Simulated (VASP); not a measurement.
# Li (Im-3m) in VASP: a series of runs

Runs on Li. Level: PBE. Tasks: single point.

Program: VASP 6.6.1. These are calculated values, not measurements. Logs are shortened: lines on timing, memory, paths and dates and some standing lists are left out, and cuts for length are marked.

## 1. The cell of the first run

Symmetry: Im-3m, No. 229, cubic system. The conventional cell has a = 3.490 Å, b = 3.490 Å, c = 3.490 Å, α = 90.00°, β = 90.00°, γ = 90.00°. Li (site symmetry m-3m) has 14 Li at 3.02 to 3.49 Å within 4.0 Å.

## 2. Single point, PBE

The input, INCAR:

```
SYSTEM = Li
PREC = Accurate ; ENCUT = 520
EDIFF = 1E-7 ; ISMEAR = 0
SIGMA = 0.05 ; LREAL = .FALSE.
LASPH = .TRUE. ; NELM = 100
ALGO = Normal ; ISIF = 2
LWAVE = .FALSE. ; LCHARG = .FALSE.
GGA = PE ; NBANDS = 8
```

The input, KPOINTS:

```
Automatic mesh
0
G
  8 8 8
  0 0 0
```

The input, POSCAR:

```
Li
1.0
   -1.7450000000      1.7450000000      1.7450000000
    1.7450000000     -1.7450000000      1.7450000000
    1.7450000000      1.7450000000     -1.7450000000
Li
1
Direct
    0.0000000000      0.0000000000      0.0000000000
```

Potentials or basis: VASP PAW PBE potentials, release 64 (Li_sv).

Run with:

```
$ cat potpaw_PBE.64/Li_sv/POTCAR > POTCAR
$ mpirun -np 1 vasp_std > vasp.out
```

OUTCAR:

```text
SYSTEM = Li
   PREC = Accurate
   ENCUT = 520
   EDIFF = 1E-7
   ISMEAR = 0
   LREAL = .FALSE.
   LASPH = .TRUE.
   NELM = 100
   ISIF = 2
   GGA = PE

 ion  position               nearest neighbor table
   1  0.000  0.000  0.000-

  LATTYP: Found a body centered cubic cell.
 ALAT       =     3.4900000000

  Lattice vectors:

 A1 = (  -1.7450000000,   1.7450000000,   1.7450000000)
 A2 = (   1.7450000000,  -1.7450000000,   1.7450000000)
 A3 = (   1.7450000000,   1.7450000000,  -1.7450000000)

Analysis of symmetry for initial positions (statically):
=====================================================================
 Subroutine PRICEL returns:
 Original cell was already a primitive cell.

 Routine SETGRP: Setting up the symmetry group for a
 body centered cubic supercell.

 Subroutine GETGRP returns: Found 48 space group operations
 (whereof 48 operations were pure point group operations)
 out of a pool of 48 trial point group operations.

The static configuration has the point symmetry O_h .

Analysis of symmetry for dynamics (positions and initial velocities):
=====================================================================
 Subroutine PRICEL returns:
 Original cell was already a primitive cell.

 Routine SETGRP: Setting up the symmetry group for a
 body centered cubic supercell.

 Subroutine GETGRP returns: Found 48 space group operations
 (whereof 48 operations were pure point group operations)
 out of a pool of 48 trial point group operations.

The dynamic configuration has the point symmetry O_h .

 Subroutine INISYM returns: Found 48 space group operations
 (whereof 48 operations are pure point group operations),
 and found     1 'primitive' translations

----------------------------------------------------------------------------------------

                                     Primitive cell

  volume of cell :      21.2543

  direct lattice vectors                    reciprocal lattice vectors
    -1.745000000  1.745000000  1.745000000     0.000000000  0.286532951  0.286532951
     1.745000000 -1.745000000  1.745000000     0.286532951  0.000000000  0.286532951
     1.745000000  1.745000000 -1.745000000     0.286532951  0.286532951  0.000000000

  length of vectors
     3.022428659  3.022428659  3.022428659     0.405218786  0.405218786  0.405218786

  position of ions in fractional coordinates (direct lattice)
     0.000000000  0.000000000  0.000000000

  ion indices of the primitive-cell ions
   primitive index   ion index
                 1           1
[... 70 lines left out ...]
   ENCUT  =  520.0 eV  38.22 Ry    6.18 a.u.   5.62  5.62  5.62*2*pi/ulx,y,z
   NELM   =    100;   NELMIN=  2; NELMDL= -5     # of ELM steps
   EDIFF  = 0.1E-06   stopping-criterion for ELM
   LREAL  =      F    real-space projection
   EDIFFG = 0.1E-05   stopping-criterion for IOM
   NSW    =      0    number of steps for IOM
   IBRION =     -1    ionic relax: 0-MD 1-quasi-New 2-CG
   NFREE  =      0    steps in history (QN), initial steepest desc. (CG)
   ISIF   =      2    stress and relaxation
   ISYM   =      2    0-nonsym 1-usesym 2-fastsym
   POTIM  = 0.5000    time-step for ionic-motion
   TEBEG  =    0.0;   TEEND  =   0.0 temperature during run
   PSTRESS=    0.0 pullay stress
   NELECT =       3.0000    total number of electrons
   NUPDOWN=      -1.0000    fix difference up-down
   EMIN   =  10.00;   EMAX   =-10.00  energy-range for DOS
   EFERMI =   0.00;   METHOD = LEGACY
   ISMEAR =     0;   SIGMA  =   0.05  broadening in eV -4-tet -1-fermi 0-gaus
   EFERMI_NEDOS =   21; number of points for ismear=-14 and -15
   IALGO  =     38    algorithm
   IMIX   =      4    mixing-type and parameters
     AMIX     =   0.40;   BMIX     =  1.00
     AMIX_MAG =   1.60;   BMIX_MAG =  1.00
  volume/ion in A,a.u.               =      21.25       143.43
  Fermi-wavevector in a.u.,A,eV,Ry     =   0.852380  1.610764  9.885331  0.726551
  Thomas-Fermi vector in A             =   1.968659
   LORBIT       =      0    0 simple, 1 ext, 2 COOP (PROOUT), +10 PAW based schemes
   GGA     = PE    functional components
   LHFCALC =     F    Hartree Fock is set to
   AEXX    =    0.0000 exact exchange contribution
   IVDW    =     0    specifies the selected vdW correction
   LEPSILON=     F    determine dielectric tensor
   LRPA    =     F    only Hartree local field effects (RPA)
 non-spin polarized calculation
 Gauss-broadening in eV      SIGMA  =   0.05
  energy-cutoff  :      520.00
  volume of cell :       21.25
 maximum number of plane-waves:       603
 NGX is ok and might be reduce to    24
   NGX = 11   NGY = 11   NGZ = 11

 number of electron       2.9999990 magnetization

 Free energy of the ion-electron system (eV)
  ---------------------------------------------------
  ext. energy  EPLUGINS =         0.00000000
  ---------------------------------------------------
  free energy    TOTEN  =        -1.89130855 eV

  energy without entropy =       -1.88973410  energy(sigma->0) =       -1.89052132

 E-fermi :   0.5558     XC(G=0):  -6.9298

 val. band max:        0.4631357823   @ k =   0.2500   0.2500   0.0000
 cond. band min:       0.5927895218   @ k =   0.3750   0.1250   0.0000
 fundamental gap:      0.1296537394
 Fermi energy:         0.5558441148

 k-point     1 :       0.0000    0.0000    0.0000
  band No.  band energies     occupation
      1     -46.1155      2.00000
      2      -3.0026      2.00000
      3      14.6119      0.00000
      4      14.6119      0.00000
      5      14.6119      0.00000
      6      19.2877      0.00000
      7      19.2877      0.00000
      8      19.2877      0.00000
[... 243 lines left out ...]
 k-point    24 :      -0.3750    0.3750    0.2500
  band No.  band energies     occupation
      1     -46.0958      2.00000
      2       0.8413      0.00000
      3       6.2112      0.00000
      4       7.6807      0.00000
      5      10.9994      0.00000
      6      12.9032      0.00000
      7      17.2314      0.00000
      8      20.2719      0.00000

 [... further k-points ...]
[... 5 lines left out ...]
  --------------------------------------------------------------------------------------
  -------------------------------------------------------------------------------------
  Total       -0.0824414     -0.0824414     -0.0824414     -0.0000000     -0.0000000     -0.0000000
  in kB       -6.2145523     -6.2145523     -6.2145523     -0.0000000     -0.0000000     -0.0000000
  external PRESSURE =      -6.2145523 kB  Pullay stress =       0.0000000 kB

 VOLUME and BASIS-vectors are now :
 -----------------------------------------------------------------------------
  energy-cutoff  :      520.00
  volume of cell :       21.25
      direct lattice vectors                 reciprocal lattice vectors
    -1.745000000  1.745000000  1.745000000     0.000000000  0.286532951  0.286532951
     1.745000000 -1.745000000  1.745000000     0.286532951  0.000000000  0.286532951
     1.745000000  1.745000000 -1.745000000     0.286532951  0.286532951  0.000000000

 POSITION                                       TOTAL-FORCE (eV/Angst)
 -----------------------------------------------------------------------------------
      0.00000      0.00000      0.00000         0.000000      0.000000      0.000000
 -----------------------------------------------------------------------------------
    total drift:                                0.000000      0.000000     -0.000000

  FREE ENERGIE OF THE ION-ELECTRON SYSTEM (eV)
  ---------------------------------------------------
  free  energy   TOTEN  =        -1.8913085467 eV

  energy  without entropy=       -1.8897340973  energy(sigma->0) =       -1.89052132
```

Run time: 1.9 s. Hardware: 1 thread of Intel Xeon 6975P-C (Granite Rapids), shared host; peak memory 0.13 GiB.

Results:

| Quantity | Value |
| --- | --- |
| Free energy | -1.8913 eV |
| Band gap on the k mesh | zero (an odd number of electrons rules out a gap without spin polarisation) |

Caveat: the cutoff is under 1.25 times the usual one of these potentials, so pressure, stress and relaxed cells hold a basis-set (Pulay) error.

## 3. Single point, PBE, non-collinear spin, zero start, spin-orbit coupling (20.25 Å³/atom)

This run uses another cell than the first one, of 20.25 Å³/atom.

The input, INCAR:

```
SYSTEM = Li
  ALGO = Normal
  EDIFF = 1E-7
  ENCUT = 520
  GGA = PE
  GGA_COMPAT = .FALSE.
  ISIF = 2
  ISMEAR = 0
  LASPH = .TRUE.
  LCHARG = .FALSE.
  LORBIT = 11
  LORBMOM = .TRUE.
  LREAL = .FALSE.
  LSORBIT = .TRUE.
  LWAVE = .FALSE.
  MAGMOM = 0 0 0
  NBANDS = 14
  NELM = 150
  PREC = Accurate
  SIGMA = 0.05
```

The input, KPOINTS:

```
k-points
0
G
  18 18 18
  0 0 0
```

The input, POSCAR:

```
Li
1.0
   -1.7170651293      1.7170651293      1.7170651293
    1.7170651293     -1.7170651293      1.7170651293
    1.7170651293      1.7170651293     -1.7170651293
Li
1
Direct
    0.0000000000      0.0000000000      0.0000000000
```

Potentials or basis: VASP PAW PBE potentials, release 64 (Li_sv).

Run with:

```
$ cat potpaw_PBE.64/Li_sv/POTCAR > POTCAR
$ mpirun -np 1 vasp_ncl > vasp.out
```

Run time: 29 s. Hardware: 1 thread of Intel Xeon 6975P-C (Granite Rapids), shared host; peak memory 0.22 GiB.

Results (log left out):

```
Free energy                                           : -1.9052 eV
Net moment                                            : 0.00 μB per cell
Valence electrons inside the program's atomic spheres : Li 2.07
```

Moments on the atoms (μB; x, y, z):
```
Li  0.00 0.00 0.00
```

Caveat: the cutoff is under 1.25 times the usual one of these potentials, so pressure, stress and relaxed cells hold a basis-set (Pulay) error.

The gap in the log of VASP goes by the Fermi energy; the results here count the filled bands.